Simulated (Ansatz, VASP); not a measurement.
# Two plane-wave programs on CuO

File INCAR:

```
PREC = Accurate ; ENCUT = 520
EDIFF = 1E-7 ; ISMEAR = -1
SIGMA = 0.05 ; LREAL = False
LASPH = True ; NELM = 100
ALGO = Normal ; ISIF = 2
LWAVE = False ; LCHARG = True
GGA = CA ; LELF = True
LVHAR = True ; NBANDS = 25
```

The input KPOINTS:

```
regular mesh
0
Gamma
  9 9 5
```

POSCAR

```
CuO
1.0
    1.9909680000     -2.1535500000      0.0000000000
    1.9909680000      2.1535500000      0.0000000000
    0.0000000000      0.0000000000      5.1559280000
Cu O
2 2
Direct
    0.5000000000      0.0000000000      0.0000000000
    0.0000000000      0.5000000000      0.5000000000
    0.5000000000      0.5000000000      0.2500000000
    0.5000000000      0.5000000000      0.7500000000
```

File input.yaml:

```yaml
crystal:
  lattice:
    - [1.990968, -2.15355, 0.0]
    - [1.990968, 2.15355, 0.0]
    - [0.0, 0.0, 5.155928]
  atoms:
    - { symbol: Cu, position: [0.5, 0.0, 0.0] }
    - { symbol: Cu, position: [0.0, 0.5, 0.5] }
    - { symbol: O, position: [0.5, 0.5, 0.25] }
    - { symbol: O, position: [0.5, 0.5, 0.75] }
hamiltonian:
  xc: lda
  pseudopotentials: { kind: paw }
kpoints:
  mp_grid: { grid: [9, 9, 5] }
  band_path:
    path:
      - [[0.0, 0.0, 0.0], [0.463677429, 0.463677429, 0.0], [0.0, 0.5, 0.0], [0.0, 0.5, 0.5], [0.463677429, 0.463677429, 0.5], [0.0, 0.0, 0.5], [0.0, 0.0, 0.0], [-0.5, 0.5, 0.0], [-0.463677429, 0.536322571, 0.0], [-0.463677429, 0.536322571, 0.5], [-0.5, 0.5, 0.5], [-0.5, 0.5, 0.0]]
      - [[0.0, 0.0, 0.5], [-0.5, 0.5, 0.5]]
    npoints: 14
scf:
  occupations: { method: fermi_dirac, width: 0.05 }
  n_extra_bands: 10
output:
  forces: true
  stress: true
  eigenvalues: true
  fatbands: true
```

Alike in both runs: functional LDA; k mesh 9 × 9 × 5; occupations fermi-dirac, width 0.05 eV; no spin polarisation.

|  | VASP | Ansatz |
| --- | --- | --- |
| version | VASP 6.6.1 | Ansatz 0.2.0 |
| potentials or method | VASP PAW LDA potentials, release 64 (Cu, O) | Ansatz PAW |
| plane-wave cutoff (eV) | 520 | 420 |
| valence electrons in the cell | 34 | 50 |
| task | single point | band structure |

```tsv
	VASP	Ansatz	Ansatz less VASP
gap on the k mesh at the Fermi level (eV)	none	none	-
pressure (GPa)	-11.4	-12.2	-0.80
traceless stress, the component that is largest in VASP (GPa)	-2.51	-2.79	-0.284
```

LDA's correlation is that of Perdew and Zunger in VASP and of Perdew and Wang (1992) in Ansatz. A gap of «none» marks a metal or a gap that the smearing closes. VASP's potentials hold 34 valence electrons a cell and Ansatz's 50, so a difference there can come from the potentials and not from the codes.
